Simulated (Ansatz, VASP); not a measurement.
**One calculation of Sr, two programs**

```
CELL_PARAMETERS angstrom
0.00000 3.05211 3.05211
3.05211 0.00000 3.05211
3.05211 3.05211 0.00000
ATOMIC_POSITIONS crystal
Sr 0.00000 0.00000 0.00000
```

Alike in both runs: task single point; functional r2SCAN; k mesh 9 × 9 × 9; occupations gaussian, width 0.2 eV; no spin polarisation.

|  | VASP | Ansatz |
| --- | --- | --- |
| version | VASP 6.6.1 | Ansatz 0.2.0 |
| potentials or method | VASP PAW PBE potentials, release 64 (Sr_sv), cutoff 520 eV | plane waves (500 eV) with PAW, scalar-relativistic |
| valence electrons in the cell | 10 | 10 |

```csv
,VASP,Ansatz,Ansatz less VASP
pressure (GPa),0.0,0.0,-0.02
```

VASP's potentials were made for PBE, not for r2SCAN.
